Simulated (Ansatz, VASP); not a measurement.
# One calculation of SrTiO3, two programs

```xyz
5
Lattice="3.8660 0.0000 0.0000 0.0000 3.8660 0.0000 0.0000 0.0000 3.9050" Properties=species:S:1:pos:R:3 pbc="T T T"
Sr    0.0000    0.0000    0.0000
Ti    1.9330    1.9330    1.9525
O     0.0000    1.9330    1.9525
O     1.9330    0.0000    1.9525
O     1.9330    1.9330    0.0000
```

Change from the starting cell: equal xx and yy strain of -1 %.

Alike in both runs: task single point; functional PBE; k mesh 7 × 7 × 7; occupations fermi-dirac, width 0.05 eV; no spin polarisation.

|  | VASP | Ansatz |
| --- | --- | --- |
| version | VASP 6.6.1 | Ansatz 0.2.0 |
| potentials or method | VASP PAW PBE potentials, release 64 (Sr_sv, Ti_sv, O), cutoff 520 eV | all-electron LAPW, scalar-relativistic |

VASP gave:

| Property | Result |
| --- | --- |
| gap on the k mesh at the Fermi level (eV) | 1.95 |
| pressure (GPa) | 9.0 |
| traceless stress, the component that is largest in VASP (GPa) | -1.76 |

**Question.** Estimate Ansatz's values.

**Answer.** gap on the k mesh at the Fermi level (eV): 1.98; pressure (GPa): 8.3; traceless stress, the component that is largest in VASP (GPa): -1.73.

Ansatz ran all-electron here, and VASP with PAW potentials.
